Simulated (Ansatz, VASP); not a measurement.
**One calculation of NaCr, two programs**

```
Na Cr
1.0
     3.10291    0.00000    0.00000
     0.00000    3.10291    0.00000
     0.00000    0.00000    5.10553
Na Cr
1 1
Cartesian
  1.5515 1.5515 2.5528
  0.0000 0.0000 0.0000
```

Alike in both runs: functional PBE; k mesh 6 × 6 × 4; occupations gaussian, width 0.1 eV; collinear spin.

Ansatz relaxed the structure, and its values are those at the end. VASP's run is a single point on that final structure, the one shown.

|  | VASP | Ansatz |
| --- | --- | --- |
| version | VASP 6.6.1 | Ansatz 0.2.0 |
| potentials or method | VASP PAW PBE potentials, release 64 (Na_pv, Cr_pv), cutoff 520 eV | scalar-relativistic, plane waves, PAW |
| valence electrons in the cell | 19 | 23 |

```csv
,VASP,Ansatz,Ansatz less VASP
gap on the k mesh at the Fermi level (eV),none,none,-
pressure (GPa),0.0,0.0,0.00
net moment per atom (μB),2.40,2.40,-0.001
size of the moment on the site where the two differ most (μB),4.08,4.26,+0.178
```

Site moments also hang on the region over which each program counts them. A gap of «none» marks a metal or a gap that the smearing closes. VASP's potentials hold 19 valence electrons a cell and Ansatz's 23, so a difference there can come from the potentials and not from the codes.
